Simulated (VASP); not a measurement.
# MgS in VASP: a series of runs, part 2 of 2

VASP 6.6.1. The steps go on from the part before.

### 3 Single point, PBE

INCAR reads:

```
ALGO = Normal
EDIFF = 1E-6
ENCUT = 600
GGA = PE
GGA_COMPAT = False
ISIF = 2
ISMEAR = 0
LASPH = True
LCHARG = False
LREAL = False
LWAVE = False
NBANDS = 11
NELM = 120
PREC = Accurate
SIGMA = 0.1
```

KPOINTS reads:

```
k-points
0
Gamma
  2 2 2
```

POSCAR reads:

```
MgS
1.0
    0.0000000000      2.6043975556      2.6043975556
    2.6043975556      0.0000000000      2.6043975556
    2.6043975556      2.6043975556      0.0000000000
Mg S
1 1
Direct
    0.0000000000      0.0000000000      0.0000000000
    0.5000000000      0.5000000000      0.5000000000
```

Potentials or basis: VASP PAW PBE potentials, release 64 (Mg, S).

Launch:

```sh
$ cat potpaw_PBE.64/Mg/POTCAR potpaw_PBE.64/S/POTCAR > POTCAR
$ mpirun -np 1 vasp_std > vasp.out
```

OUTCAR:

```text
EDIFF = 1E-6
   ENCUT = 600
   GGA = PE
   ISIF = 2
   ISMEAR = 0
   LASPH = True
   LREAL = False
   NELM = 120
   PREC = Accurate

 ion  position               nearest neighbor table
   1  0.000  0.000  0.000-   2 2.60   2 2.60   2 2.60   2 2.60   2 2.60   2 2.60
   2  0.500  0.500  0.500-   1 2.60   1 2.60   1 2.60   1 2.60   1 2.60   1 2.60

  LATTYP: Found a face centered cubic cell.
 ALAT       =     5.2087951112

  Lattice vectors:

 A1 = (   0.0000000000,   2.6043975556,   2.6043975556)
[... 205 lines left out ...]
------------------------ aborting loop because EDIFF is reached ----------------------------------------

  FORCE on cell =-STRESS in cart. coord.  units (eV):
  Direction    XX          YY          ZZ          XY          YZ          ZX
  --------------------------------------------------------------------------------------
  -------------------------------------------------------------------------------------
  Total        1.6483521      1.6483521      1.6483521      0.0000000      0.0000000      0.0000000
  in kB       74.7495774     74.7495774     74.7495774      0.0000000      0.0000000      0.0000000
  external PRESSURE =      74.7495774 kB  Pullay stress =       0.0000000 kB

 VOLUME and BASIS-vectors are now :
 -----------------------------------------------------------------------------
  energy-cutoff  :      600.00
  volume of cell :       35.33
      direct lattice vectors                 reciprocal lattice vectors
     0.000000000  2.604397556  2.604397556    -0.191982979  0.191982979  0.191982979
     2.604397556  0.000000000  2.604397556     0.191982979 -0.191982979  0.191982979
     2.604397556  2.604397556  0.000000000     0.191982979  0.191982979 -0.191982979

 POSITION                                       TOTAL-FORCE (eV/Angst)
 -----------------------------------------------------------------------------------
      0.00000      0.00000      0.00000        -0.000000     -0.000000      0.000000
      2.60440      2.60440      2.60440         0.000000      0.000000      0.000000
 -----------------------------------------------------------------------------------
    total drift:                               -0.000000     -0.000000      0.000000

  FREE ENERGIE OF THE ION-ELECTRON SYSTEM (eV)
  ---------------------------------------------------
  free  energy   TOTEN  =        -7.1112601917 eV

  energy  without entropy=       -7.1112601917  energy(sigma->0) =       -7.11126019
```

stdout:

```text
POSCAR found type information on POSCAR MgS
 POSCAR found :  2 types and       2 ions
 scaLAPACK will be used
 LDA part: xc-table for (Slater+PW92), standard interpolation
 POSCAR, INCAR and KPOINTS ok, starting setup
 FFT: planning ... GRIDC
 FFT: planning ... GRID_SOFT
 FFT: planning ... GRID
 WAVECAR not read
 entering main loop
```

Run time: 4.1 s. Hardware: 1 thread of Intel Xeon Platinum 8559C (Emerald Rapids), shared host; peak memory 0.16 GiB.

Results:

- Free energy: -7.1113 eV
- Pressure: 7.5 GPa
- Band gap on the k mesh: 2.43 eV, indirect (least direct gap 3.54 eV)

Caveat: the k points lie up to 1.04 Å⁻¹ apart. A k mesh can miss the band edges.

### 4 Single point, PBE

INCAR reads:

```
SYSTEM = MgS
  ALGO = Normal
  EDIFF = 1E-6
  ENCUT = 600
  GGA = PE
  GGA_COMPAT = .FALSE.
  ISIF = 2
  ISMEAR = 0
  LASPH = .TRUE.
  LCHARG = .TRUE.
  LELF = .TRUE.
  LREAL = .FALSE.
  LVHAR = .TRUE.
  LWAVE = .FALSE.
  NBANDS = 11
  NELM = 120
  PREC = Accurate
  SIGMA = 0.1
```

KPOINTS reads:

```
k-points
0
G
  2 2 2
  0 0 0
```

POSCAR is that of step 3.

Launch:

```sh
$ cat potpaw_PBE.64/Mg/POTCAR potpaw_PBE.64/S/POTCAR > POTCAR
$ mpirun -np 1 vasp_std > vasp.out
```

It took 5.1 s on 1 thread of Intel Xeon Platinum 8559C (Emerald Rapids), shared host; peak memory 0.15 GiB.

Results (log left out):

```
Free energy            : -7.1113 eV
Pressure               : 7.5 GPa
Band gap on the k mesh : 2.43 eV, indirect (least direct gap 3.54 eV)
```

Levels at points of the mesh, in eV from the valence-band top:
```tsv
k point	band 1	band 2	band 3	band 4	band 5	band 6	band 7	band 8	band 9
(0.00, 0.00, 0.00)	-12.66	0.00	0.00	0.00	3.54	7.71	7.71	7.71	10.11
(0.50, 0.00, 0.00)	-11.30	-4.99	-0.61	-0.61	4.35	6.61	6.61	9.83	12.01
(0.50, 0.50, 0.00)	-10.91	-4.32	-1.75	-1.75	2.43	4.17	11.96	12.59	13.13
```

Caveat: the k points lie up to 1.04 Å⁻¹ apart.

### 5 Single point, PBE

INCAR reads:

```
ALGO     = Normal         # electronic algorithm
EDIFF    = 1E-6           # SCF threshold, eV
ENCUT    = 520            # plane-wave cutoff, eV
GGA      = PE             # functional
GGA_COMPAT= False        
ISIF     = 2              # what is computed and relaxed
ISMEAR   = 0              # smearing method
LASPH    = True           # aspherical terms in the spheres
LCHARG   = False          # write CHGCAR
LREAL    = False          # projectors in reciprocal space
LWAVE    = False          # write WAVECAR
NBANDS   = 11             # bands
NELM     = 120            # most SCF steps
PREC     = Accurate       # precision mode
SIGMA    = 0.1            # smearing width, eV
```

KPOINTS reads:

```
k-points
0
Gamma
  2 2 2
```

POSCAR reads:

```
MgS
1.0
    0.0000000000      2.6043975556      2.6043975556
    2.6043975556      0.0000000000      2.6043975556
    2.6043975556      2.6043975556      0.0000000000
Mg S
1 1
Direct
   -0.0030617445     -0.0033128583      0.0027326857
    0.5023211595      0.5025116066      0.4979282050
```

Potentials or basis: VASP PAW PBE potentials, release 64 (Mg, S).

Launch:

```sh
$ cat potpaw_PBE.64/Mg/POTCAR potpaw_PBE.64/S/POTCAR > POTCAR
$ mpirun -np 1 vasp_std > vasp.out
```

OUTCAR:

```text
EDIFF = 1E-6
   ENCUT = 520
   GGA = PE
   ISIF = 2
   ISMEAR = 0
   LASPH = True
   LREAL = False
   NELM = 120
   PREC = Accurate

 ion  position               nearest neighbor table
   1  0.997  0.997  0.003-   2 2.58   2 2.60   2 2.60   2 2.61   2 2.61   2 2.63
   2  0.502  0.503  0.498-   1 2.58   1 2.60   1 2.60   1 2.61   1 2.61   1 2.63

  LATTYP: Found a face centered cubic cell.
 ALAT       =     5.2087951112

  Lattice vectors:

 A1 = (   0.0000000000,   2.6043975556,   2.6043975556)
[... 280 lines left out ...]
------------------------ aborting loop because EDIFF is reached ----------------------------------------

  FORCE on cell =-STRESS in cart. coord.  units (eV):
  Direction    XX          YY          ZZ          XY          YZ          ZX
  --------------------------------------------------------------------------------------
  -------------------------------------------------------------------------------------
  Total        1.6411703      1.6410415      1.6641380     -0.0000021     -0.0000238     -0.0000409
  in kB       74.4238937     74.4180557     75.4654370     -0.0000952     -0.0010777     -0.0018534
  external PRESSURE =      74.7691288 kB  Pullay stress =       0.0000000 kB

 VOLUME and BASIS-vectors are now :
 -----------------------------------------------------------------------------
  energy-cutoff  :      520.00
  volume of cell :       35.33
      direct lattice vectors                 reciprocal lattice vectors
     0.000000000  2.604397556  2.604397556    -0.191982979  0.191982979  0.191982979
     2.604397556  0.000000000  2.604397556     0.191982979 -0.191982979  0.191982979
     2.604397556  2.604397556  0.000000000     0.191982979  0.191982979 -0.191982979

 POSITION                                       TOTAL-FORCE (eV/Angst)
 -----------------------------------------------------------------------------------
      2.60289      2.60354      5.19219         0.005165      0.002923      0.057290
      2.60554      2.60505      2.61698        -0.005165     -0.002923     -0.057290
 -----------------------------------------------------------------------------------
    total drift:                               -0.000011      0.000000     -0.000028

  FREE ENERGIE OF THE ION-ELECTRON SYSTEM (eV)
  ---------------------------------------------------
  free  energy   TOTEN  =        -7.1100043699 eV

  energy  without entropy=       -7.1100043699  energy(sigma->0) =       -7.11000437
```

OSZICAR:

```text
N       E                     dE             d eps       ncg     rms          rms(c)
DAV:   1     0.214200982792E+02    0.21420E+02   -0.36135E+03   192   0.599E+02
DAV:   2    -0.660386005489E+01   -0.28024E+02   -0.25630E+02   230   0.100E+02
DAV:   3    -0.782309035440E+01   -0.12192E+01   -0.12174E+01   226   0.213E+01
DAV:   4    -0.782997607018E+01   -0.68857E-02   -0.68846E-02   243   0.190E+00
DAV:   5    -0.783001960991E+01   -0.43540E-04   -0.43539E-04   244   0.134E-01    0.431E+00
DAV:   6    -0.718317999571E+01    0.64684E+00   -0.11968E+00   179   0.461E+00    0.381E+00
DAV:   7    -0.710357762709E+01    0.79602E-01   -0.36993E-01   185   0.272E+00    0.296E+00
DAV:   8    -0.711011115217E+01   -0.65335E-02   -0.23355E-02   182   0.105E+00    0.940E-01
DAV:   9    -0.710984296228E+01    0.26819E-03   -0.70431E-04   206   0.163E-01    0.310E-01
DAV:  10    -0.710999795827E+01   -0.15500E-03   -0.18489E-04   191   0.893E-02    0.743E-03
DAV:  11    -0.711000421119E+01   -0.62529E-05   -0.67177E-06   197   0.179E-02    0.114E-02
DAV:  12    -0.711000436989E+01   -0.15870E-06   -0.30712E-07   192   0.351E-03
   1 F= -.71100044E+01 E0= -.71100044E+01  d E =-.178546E-11
```

It took 6 s on 1 thread of Intel Xeon Platinum 8559C (Emerald Rapids), shared host; peak memory 0.15 GiB.

Results:

```yaml
Free_energy: -7.1100 eV
Pressure: 7.5 GPa
Largest_force: 0.058 eV/Å
Band_gap_on_the_k_mesh: 2.43 eV, indirect (least direct gap 3.54 eV)
```

Forces in eV/Å, atoms in the order of the input:
```
Mg   0.005  0.003  0.057
S   -0.005 -0.003 -0.057
```

Stress tensor (GPa, compression positive):
```
7.44 0.00 0.00
0.00 7.44 0.00
0.00 0.00 7.55
```

Caveat: the k points lie up to 1.04 Å⁻¹ apart. A k mesh can miss the band edges.

### 6 Summary

```csv
cutoff (eV),smearing,gap on the mesh (eV),pressure (GPa)
600,methfessel-paxton 0.28 eV,2.43,7.5
600,gaussian 0.1 eV,2.43,7.5
520,gaussian 0.1 eV,2.43,7.5
```

Some of these runs hold the atoms at other places in the same cell, which the table doesn't show; runs alike in all that it shows share one row.

Alike in all rows: task single point; level PBE; potentials or basis VASP PAW PBE potentials, release 64 (Mg, S); no spin polarisation; cell as given; k mesh 2 × 2 × 2.

Caveats: all runs use coarse meshes.

Total energies depend on the potentials used, so only differences within one code and one set of settings carry meaning.
